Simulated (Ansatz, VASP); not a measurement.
## Two plane-wave programs on TiB

```xyz
2
Lattice="0.0000 2.2635 2.2635 2.2635 0.0000 2.2635 2.2635 2.2635 0.0000" Properties=species:S:1:pos:R:3 pbc="T T T"
Ti    0.0000    0.0000    0.0000
B     2.2635    2.2635    2.2635
```

Alike in both runs: functional r2SCAN; k mesh 8 × 8 × 8; occupations gaussian, width 0.1 eV; no spin polarisation.

Ansatz relaxed the structure, and its values are those at the end. VASP's run is a single point on that final structure, the one shown.

|  | VASP | Ansatz |
| --- | --- | --- |
| version | VASP 6.6.1 | Ansatz 0.2.0 |
| potentials or method | VASP PAW PBE potentials, release 64 (Ti_sv, B), cutoff 520 eV | scalar-relativistic, plane waves, PAW |
| valence electrons in the cell | 15 | 15 |

|  | VASP | Ansatz | Ansatz less VASP |
| --- | --- | --- | --- |
| gap on the k mesh at the Fermi level (eV) | none | none | - |
| pressure (GPa) | 0.7 | 0.1 | -0.52 |

VASP's potentials were made for PBE, not for r2SCAN. A gap of «none» marks a metal or a gap that the smearing closes.
